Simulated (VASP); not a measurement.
# AlN (P6_3mc) in VASP: further runs

Runs on AlN. Level: r2SCAN. Tasks: single point.

Program: VASP 6.6.1. These are calculated values, not measurements. Logs are shortened: lines on timing, memory, paths and dates and some standing lists are left out, and cuts for length are marked.

### Step 1. The cell of the first run

Symmetry: P6_3mc, No. 186, hexagonal system. The conventional cell has a = 3.013 Å, b = 3.013 Å, c = 5.056 Å, α = 90.00°, β = 90.00°, γ = 120.00°. Within 2.5 Å of Al (site symmetry 3m) lie 4 N at 1.85 to 1.89 Å. N (site symmetry 3m) has 4 Al at 1.85 to 1.89 Å within 2.5 Å.

### Step 2. Single point, r2SCAN

Input file POSCAR:

```
AlN
1.0
    3.0134961422      0.0000000000      0.0000000000
   -1.5067480711      2.6097642133      0.0000000000
    0.0000000000      0.0000000000      5.0555471163
Al N
2 2
Direct
    0.6666666667      0.3333333333      0.5032450246
    0.3333333333      0.6666666667      1.0032450246
    0.6666666667      0.3333333333      0.8767549754
    0.3333333333      0.6666666667      0.3767549754
```

Input file INCAR.step1:

```
ALGO = Normal ; EDIFF = 1E-4
ENCUT = 520 ; GGA = PE
ISMEAR = 0 ; LASPH = True
LCHARG = False ; LREAL = False
LWAVE = True ; NBANDS = 16
NELM = 100 ; PREC = Accurate
SIGMA = 0.02
```

Input file INCAR.step2:

```
ALGO = Normal ; EDIFF = 1E-6
ENCUT = 520 ; ISIF = 2
ISMEAR = 0 ; ISTART = 1
LASPH = True ; LCHARG = False
LMIXTAU = True ; LREAL = False
LWAVE = False ; METAGGA = R2SCAN
NBANDS = 16 ; NELM = 100
PREC = Accurate ; SIGMA = 0.02
```

Input file KPOINTS:

```
k-points
0
Gamma
  12 12 6
```

Potentials or basis: VASP PAW PBE potentials, release 64 (Al, N).

Started as:

```console
> cat potpaw_PBE.64/Al/POTCAR potpaw_PBE.64/N/POTCAR > POTCAR
> cp INCAR.step1 INCAR
> mpirun -np 1 vasp_std > vasp.out
> cp INCAR.step2 INCAR
> mpirun -np 1 vasp_std > vasp.out
```

OUTCAR:

```text
EDIFF = 1E-6
   ENCUT = 520
   ISIF = 2
   ISMEAR = 0
   ISTART = 1
   LASPH = True
   LREAL = False
   METAGGA = R2SCAN
   NELM = 100
   PREC = Accurate

 ion  position               nearest neighbor table
   1  0.667  0.333  0.503-   4 1.85   4 1.85   4 1.85   3 1.89   2 3.07   2 3.07   2 3.07   2 3.07
                             2 3.07   2 3.07
   2  0.333  0.667  0.003-   3 1.85   3 1.85   3 1.85   4 1.89   1 3.07   1 3.07   1 3.07   1 3.07
                             1 3.07   1 3.07
   3  0.667  0.333  0.877-   2 1.85   2 1.85   2 1.85   1 1.89
   4  0.333  0.667  0.377-   1 1.85   1 1.85   1 1.85   2 1.89

  LATTYP: Found a hexagonal cell.
 ALAT       =     3.0134961422
 C/A-ratio  =     1.6776351712

  Lattice vectors:

 A1 = (   3.0134961422,   0.0000000000,   0.0000000000)
 A2 = (  -1.5067480711,   2.6097642133,   0.0000000000)
 A3 = (   0.0000000000,   0.0000000000,   5.0555471163)

Analysis of symmetry for initial positions (statically):
=====================================================================
 Subroutine PRICEL returns:
 Original cell was already a primitive cell.

 Routine SETGRP: Setting up the symmetry group for a
 hexagonal supercell.

 Subroutine GETGRP returns: Found 12 space group operations
 (whereof  6 operations were pure point group operations)
 out of a pool of 24 trial point group operations.

The static configuration has the point symmetry C_3v.
 The point group associated with its full space group is C_6v.

Analysis of symmetry for dynamics (positions and initial velocities):
=====================================================================
 Subroutine PRICEL returns:
 Original cell was already a primitive cell.

 Routine SETGRP: Setting up the symmetry group for a
 hexagonal supercell.

 Subroutine GETGRP returns: Found 12 space group operations
 (whereof  6 operations were pure point group operations)
 out of a pool of 24 trial point group operations.

The dynamic configuration has the point symmetry C_3v.
 The point group associated with its full space group is C_6v.

 Subroutine INISYM returns: Found 12 space group operations
 (whereof  6 operations are pure point group operations),
 and found     1 'primitive' translations

----------------------------------------------------------------------------------------

                                     Primitive cell

  volume of cell :      39.7594

  direct lattice vectors                    reciprocal lattice vectors
     3.013496142  0.000000000  0.000000000     0.331840478  0.191588189  0.000000000
    -1.506748071  2.609764213  0.000000000     0.000000000  0.383176379  0.000000000
     0.000000000  0.000000000  5.055547116     0.000000000  0.000000000  0.197802528

  length of vectors
     3.013496142  3.013496142  5.055547116     0.383176378  0.383176379  0.197802528

  position of ions in fractional coordinates (direct lattice)
     0.666666667  0.333333333  0.503245025
     0.333333333  0.666666667  0.003245025
     0.666666667  0.333333333  0.876754975
     0.333333333  0.666666667  0.376754975

  ion indices of the primitive-cell ions
   primitive index   ion index
                 1           1
                 2           2
                 3           3
                 4           4

----------------------------------------------------------------------------------------

 KPOINTS: k-points

Automatic generation of k-mesh.
 Grid dimensions read from file:
 generate k-points for:   12   12    6

 Generating k-lattice:

  Cartesian coordinates                     Fractional coordinates (reciprocal lattice)
     0.027653373  0.015965682  0.000000000     0.083333333  0.000000000  0.000000000
     0.000000000  0.031931365  0.000000000     0.000000000  0.083333333  0.000000000
     0.000000000  0.000000000  0.032967088     0.000000000  0.000000000  0.166666667

  Length of vectors
     0.031931365  0.031931365  0.032967088

  Shift w.r.t. Gamma in fractional coordinates (k-lattice)
     0.000000000  0.000000000  0.000000000

 Subroutine IBZKPT returns following result:
 ===========================================

 Found     76 irreducible k-points:

 Following reciprocal coordinates:
            Coordinates               Weight
  0.000000  0.000000  0.000000      1.000000
  0.083333  0.000000  0.000000      6.000000
  0.166667  0.000000  0.000000      6.000000
  0.250000  0.000000  0.000000      6.000000
  0.333333  0.000000  0.000000      6.000000
  0.416667  0.000000  0.000000      6.000000
[... 16 lines left out ...]
  0.250000  0.000000  0.166667     12.000000
  0.333333  0.000000  0.166667     12.000000
 [... further k-points ...]
   k-points           NKPTS =     76   k-points in BZ     NKDIM =     76   number of bands    NBANDS=     16
   number of dos      NEDOS =    301   number of ions     NIONS =      4
   total plane-waves  NPLWV =  23040
   dimension x,y,z NGX =    24 NGY =   24 NGZ =   40
   dimension x,y,z NGXF=    48 NGYF=   48 NGZF=   80
   ions per type =               2   2
   NGX,Y,Z   is equivalent  to a cutoff of  13.24, 13.24, 13.15 a.u.
   NGXF,Y,Z  is equivalent  to a cutoff of  26.48, 26.48, 26.31 a.u.
 SYSTEM =  unknown system
   PREC   = accura    normal or accurate (medium, high low for compatibility)
   ISTART =      1    job   : 0-new  1-cont  2-samecut
   ICHARG =      0    charge: 1-file 2-atom 10-const
   ISPIN  =      1    spin polarized calculation?
   LNONCOLLINEAR =      F non collinear calculations
   LSORBIT =      F    spin-orbit coupling
   LASPH  =      T    aspherical Exc in radial PAW
   ENCUT  =  520.0 eV  38.22 Ry    6.18 a.u.   5.60  5.60  9.40*2*pi/ulx,y,z
   NELM   =    100;   NELMIN=  2; NELMDL=  0     # of ELM steps
   EDIFF  = 0.1E-05   stopping-criterion for ELM
   LREAL  =      F    real-space projection
   EDIFFG = 0.1E-04   stopping-criterion for IOM
   NSW    =      0    number of steps for IOM
   IBRION =     -1    ionic relax: 0-MD 1-quasi-New 2-CG
   NFREE  =      0    steps in history (QN), initial steepest desc. (CG)
   ISIF   =      2    stress and relaxation
   ISYM   =      2    0-nonsym 1-usesym 2-fastsym
   POTIM  = 0.5000    time-step for ionic-motion
   TEBEG  =    0.0;   TEEND  =   0.0 temperature during run
   PSTRESS=    0.0 pullay stress
   NELECT =      16.0000    total number of electrons
   NUPDOWN=      -1.0000    fix difference up-down
   EMIN   =  10.00;   EMAX   =-10.00  energy-range for DOS
   EFERMI =   0.00;   METHOD = LEGACY
   ISMEAR =     0;   SIGMA  =   0.02  broadening in eV -4-tet -1-fermi 0-gaus
   EFERMI_NEDOS =   21; number of points for ismear=-14 and -15
   IALGO  =     38    algorithm
   IMIX   =      4    mixing-type and parameters
     AMIX     =   0.40;   BMIX     =  1.00
     AMIX_MAG =   1.60;   BMIX_MAG =  1.00
  volume/ion in A,a.u.               =       9.94        67.08
  Fermi-wavevector in a.u.,A,eV,Ry     =   1.208653  2.284022 19.875948  1.460841
  Thomas-Fermi vector in A             =   2.344254
   LORBIT       =      0    0 simple, 1 ext, 2 COOP (PROOUT), +10 PAW based schemes
   METAGGA = R2SCAN    functional components
   LHFCALC =     F    Hartree Fock is set to
   AEXX    =    0.0000 exact exchange contribution
   IVDW    =     0    specifies the selected vdW correction
   LEPSILON=     F    determine dielectric tensor
   LRPA    =     F    only Hartree local field effects (RPA)
 non-spin polarized calculation
 Gauss-broadening in eV      SIGMA  =   0.02
  energy-cutoff  :      520.00
  volume of cell :       39.76
 maximum number of plane-waves:      1099
 NGX is ok and might be reduce to    24
   NGX = 11   NGY = 11   NGZ = 19

 number of electron      16.0000003 magnetization

 Free energy of the ion-electron system (eV)
  ---------------------------------------------------
  ext. energy  EPLUGINS =         0.00000000
  ---------------------------------------------------
  free energy    TOTEN  =       -38.33498281 eV

  energy without entropy =      -38.33498281  energy(sigma->0) =      -38.33498281

 E-fermi :   6.4158     XC(G=0): -11.6265

 val. band max:        6.2672822324   @ k =   0.0000   0.0000   0.0000
 cond. band min:      11.6060949424   @ k =   0.0000   0.0000   0.0000
 fundamental gap:      5.3388127100
 Fermi energy:         6.4158198277

 k-point     1 :       0.0000    0.0000    0.0000
  band No.  band energies     occupation
      1      -9.8927      2.00000
      2      -7.8236      2.00000
      3      -0.0957      2.00000
      4       5.7241      2.00000
      5       5.7241      2.00000
      6       6.0436      2.00000
[... 8 lines left out ...]
     15      21.2666      0.00000
     16      21.2666      0.00000

 k-point     2 :       0.0833    0.0000    0.0000
  band No.  band energies     occupation
      1      -9.7946      2.00000
      2      -7.7620      2.00000
      3       0.0212      2.00000
      4       5.2815      2.00000
      5       5.5984      2.00000
      6       5.8440      2.00000
[... 8 lines left out ...]
     15      20.9825      0.00000
     16      21.2310      0.00000

 k-point     3 :       0.1667    0.0000    0.0000
  band No.  band energies     occupation
      1      -9.5092      2.00000
      2      -7.5917      2.00000
      3       0.3654      2.00000
      4       4.1894      2.00000
      5       4.9071      2.00000
      6       5.3049      2.00000
[... 8 lines left out ...]
     15      20.3253      0.00000
     16      20.5096      0.00000

 k-point     4 :       0.2500    0.0000    0.0000
  band No.  band energies     occupation
      1      -9.0661      2.00000
      2      -7.3585      2.00000
      3       0.9159      2.00000
      4       2.8986      2.00000
      5       3.8374      2.00000
      6       4.9678      2.00000
[... 8 lines left out ...]
     15      19.7887      0.00000
     16      21.5209      0.00000
[... 324 lines left out ...]
 k-point    22 :       0.1667    0.0000    0.1667
  band No.  band energies     occupation
      1      -9.4100      2.00000
      2      -7.7658      2.00000
      3       0.6793      2.00000
      4       4.2226      2.00000
      5       4.6517      2.00000
      6       5.3564      2.00000
[... 8 lines left out ...]
     15      20.4398      0.00000
     16      20.8368      0.00000

 k-point    23 :       0.2500    0.0000    0.1667
  band No.  band energies     occupation
      1      -8.9743      2.00000
      2      -7.5057      2.00000
      3       1.1070      2.00000
      4       3.0184      2.00000
      5       3.6579      2.00000
      6       5.0284      2.00000
[... 8 lines left out ...]
     15      20.1827      0.00000
     16      21.5351      0.00000

 k-point    24 :       0.3333    0.0000    0.1667
  band No.  band energies     occupation
      1      -8.4459      2.00000
      2      -7.2544      2.00000
      3       1.2819      2.00000
      4       2.2140      2.00000
      5       2.8178      2.00000
      6       4.7408      2.00000
[... 8 lines left out ...]
     15      20.2143      0.00000
     16      22.5579      0.00000

 [... further k-points ...]
[... 5 lines left out ...]
  --------------------------------------------------------------------------------------
  -------------------------------------------------------------------------------------
  Total        4.0246220      4.0246220     -0.1124349      0.0000000     -0.0000000      0.0000000
  in kB      162.1793686    162.1793686     -4.5307661      0.0000000     -0.0000000      0.0000000
  external PRESSURE =     106.6093237 kB  Pullay stress =       0.0000000 kB

 VOLUME and BASIS-vectors are now :
 -----------------------------------------------------------------------------
  energy-cutoff  :      520.00
  volume of cell :       39.76
      direct lattice vectors                 reciprocal lattice vectors
     3.013496142  0.000000000  0.000000000     0.331840478  0.191588189  0.000000000
    -1.506748071  2.609764213  0.000000000     0.000000000  0.383176379  0.000000000
     0.000000000  0.000000000  5.055547116     0.000000000  0.000000000  0.197802528

 POSITION                                       TOTAL-FORCE (eV/Angst)
 -----------------------------------------------------------------------------------
      1.50675      0.86992      2.54418        -0.000000      0.000000     -0.003884
     -0.00000      1.73984      0.01641        -0.000000      0.000000     -0.003884
      1.50675      0.86992      4.43248         0.000000      0.000000      0.003884
     -0.00000      1.73984      1.90470         0.000000     -0.000000      0.003884
 -----------------------------------------------------------------------------------
    total drift:                               -0.000000      0.000000     -0.015308

  FREE ENERGIE OF THE ION-ELECTRON SYSTEM (eV)
  ---------------------------------------------------
  free  energy   TOTEN  =       -38.3349828111 eV

  energy  without entropy=      -38.3349828111  energy(sigma->0) =      -38.33498281
```

Run time: 1.8 min. Hardware: 1 thread of Intel Xeon Platinum 8488C (Sapphire Rapids), shared host; peak memory 0.18 GiB.

Results:

```yaml
Free_energy: -38.3350 eV
Pressure: 10.7 GPa
Largest_force: 0.004 eV/Å
Band_gap_on_the_k_mesh: 5.34 eV, direct
```

Forces in eV/Å, atoms in the order of the input:
```
Al   0.000  0.000 -0.004
Al   0.000  0.000 -0.004
N    0.000  0.000  0.004
N    0.000  0.000  0.004
```

Stress tensor (GPa, compression positive):
```
16.22  0.00  0.00
 0.00 16.22  0.00
 0.00  0.00 -0.45
```

Caveat: the PAW data sets were made with another functional, which shifts forces and pressure a little. A k mesh can miss the band edges.

### Step 3. Single point, r2SCAN (biaxial strain in the a-b plane: -1.5 %, then relaxed in part)

Input file POSCAR:

```
AlN
1.0
    3.0600965980      0.0000000000      0.0000000000
   -1.5300482990      2.6501213919      0.0000000000
    0.0000000000      0.0000000000      5.0180041837
Al N
2 2
Direct
    0.6666666667      0.3333333333      0.5011940793
    0.3333333333      0.6666666667      1.0011940793
    0.6666666667      0.3333333333      0.8788059207
    0.3333333333      0.6666666667      0.3788059207
```

Input file INCAR.step1:

```
PREC = Accurate
ENCUT = 520
ISMEAR = 0
SIGMA = 0.02
LREAL = F
LASPH = T
NELM = 60
NBANDS = 16
GGA = PE
ALGO = Normal
EDIFF = 1E-4
LWAVE = T
LCHARG = F
```

Input file INCAR.step2:

```
PREC = Accurate
ENCUT = 520
EDIFF = 1E-7
ISMEAR = 0
SIGMA = 0.02
LREAL = F
LASPH = T
NELM = 60
ALGO = Normal
ISIF = 2
LWAVE = F
LCHARG = F
METAGGA = R2SCAN
LMIXTAU = T
NBANDS = 16
ISTART = 1
```

Input file KPOINTS:

```
Automatic mesh
0
Gamma
  12 12 6
```

Potentials or basis: VASP PAW PBE potentials, release 64 (Al, N).

Started as:

```console
> cat potpaw_PBE.64/Al/POTCAR potpaw_PBE.64/N/POTCAR > POTCAR
> cp INCAR.step1 INCAR
> mpirun -np 1 vasp_std > vasp.out
> cp INCAR.step2 INCAR
> mpirun -np 1 vasp_std > vasp.out
```

Wall time 1.9 min (1 thread of Intel Xeon Platinum 8488C (Sapphire Rapids), shared host); peak memory 0.18 GiB.

It converged, with:

- Free energy: -38.4277 eV
- Pressure: 4.8 GPa
- Band gap on the k mesh: 5.24 eV, direct

Stress tensor (GPa, compression positive):
```
 7.45  0.00  0.00
 0.00  7.45  0.00
 0.00  0.00 -0.42
```

Levels at points of the mesh, in eV from the valence-band top:
| k point | band 5 | band 6 | band 7 | band 8 | band 9 | band 10 | band 11 | band 12 |
| --- | --- | --- | --- | --- | --- | --- | --- | --- |
| (0.00, 0.00, 0.00) | -0.62 | -0.02 | -0.02 | 0.00 | 5.24 | 8.12 | 11.80 | 12.60 |
| (0.50, 0.00, 0.00) | -3.31 | -1.90 | -1.69 | -0.55 | 6.46 | 6.91 | 9.43 | 11.52 |
| (0.00, 0.00, 0.50) | -0.32 | -0.32 | -0.32 | -0.32 | 7.68 | 7.68 | 11.55 | 11.55 |
| (0.50, 0.00, 0.50) | -1.36 | -1.36 | -1.29 | -1.29 | 6.14 | 6.14 | 10.44 | 10.44 |

Caveat: the cell differs from its parent crystal (biaxial strain in the a-b plane: -1.5 %, then relaxed in part); the PAW data sets were made with another functional, which shifts forces and pressure a little. A k mesh can miss the band edges.

[end of part 1 of 2]
